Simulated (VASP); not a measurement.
Ag:

```
Ag
1.0
     0.00000    2.05218    2.05218
     2.05218    0.00000    2.05218
     2.05218    2.05218    0.00000
Ag
1
Direct
  0.00000 0.00000 0.00000
```

Base run:

```yaml
Program: VASP 6.6.1
Functional: r2SCAN
Potentials_or_basis: VASP PAW PBE potentials, release 64 (Ag)
Cutoff: 520 eV
k_mesh: 8 × 8 × 8
Occupations: gaussian, width 0.1 eV
Spin: no spin polarisation
```

Its results: band gap on the k mesh zero (an odd number of electrons rules out a gap without spin polarisation); pressure 0.7 GPa.

Question: The run is repeated on the same cell with these changes: k mesh from 8 × 8 × 8 to 18 × 18 × 18. What comes out?

Answer: Band gap on the k mesh zero (an odd number of electrons rules out a gap without spin polarisation); pressure 0.1 GPa.

Caveats: the PAW data sets were made with another functional, which shifts forces and pressure a little.
